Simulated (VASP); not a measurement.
Write the native input for VASP 6.6.1 that does the following.

```
Task                   : single point
Functional             : PBEsol
Potentials or basis    : VASP PAW PBE potentials, release 64 (Na_pv, Cl)
Cutoff                 : 520 eV
k mesh                 : 6 × 6 × 6
Occupations            : gaussian, width 0.05 eV
Spin                   : no spin polarisation
Dipole correction      : no
Further INCAR settings : ALGO = Normal; EDIFF = 1e-06; NBANDS = 14
```

The structure of NaCl lies in POSCAR:

```
NaCl
1.0
    3.5021900000      0.0000000000      0.0656660625
    0.0000000000      3.5021900000      0.0000000000
    0.0656660625      0.0000000000      3.5021900000
Na Cl
1 1
Direct
    0.0000000000      0.0000000000      0.0000000000
    0.5000000000      0.5000000000      0.5000000000
```

This cell differs from its parent crystal: strain +0.0375 x Voigt [0, 0, 0, 0, 1, 0].

The input as run:

INCAR

```
SYSTEM = NaCl
PREC = Accurate ; ENCUT = 520
EDIFF = 1E-6 ; ISMEAR = 0
SIGMA = 0.05 ; LREAL = .FALSE.
LASPH = .TRUE. ; NELM = 80
ALGO = Normal ; ISIF = 2
LWAVE = .FALSE. ; LCHARG = .FALSE.
GGA = PS ; NBANDS = 14
```

KPOINTS

```
Automatic mesh
0
G
  6 6 6
  0 0 0
```

Potentials or basis: VASP PAW PBE potentials, release 64 (Na_pv, Cl).

Command:

```bash
$ cat potpaw_PBE.64/Na_pv/POTCAR potpaw_PBE.64/Cl/POTCAR > POTCAR
$ mpirun -np 1 vasp_std > vasp.out
```

It gave:

| Property | Result |
| --- | --- |
| Pressure | -1.2 GPa |
| Band gap on the k mesh | 3.84 eV, indirect (least direct gap 4.29 eV) |

Caveat: the cell differs from its parent crystal (strain +0.0375 x Voigt [0, 0, 0, 0, 1, 0]); the PAW data sets were made with another functional, which shifts forces and pressure a little.

Wall time 14 s on 1 thread of AMD EPYC 9R45 96-Core Processor (Zen 5), with other jobs on the host, peak memory 0.13 GiB.
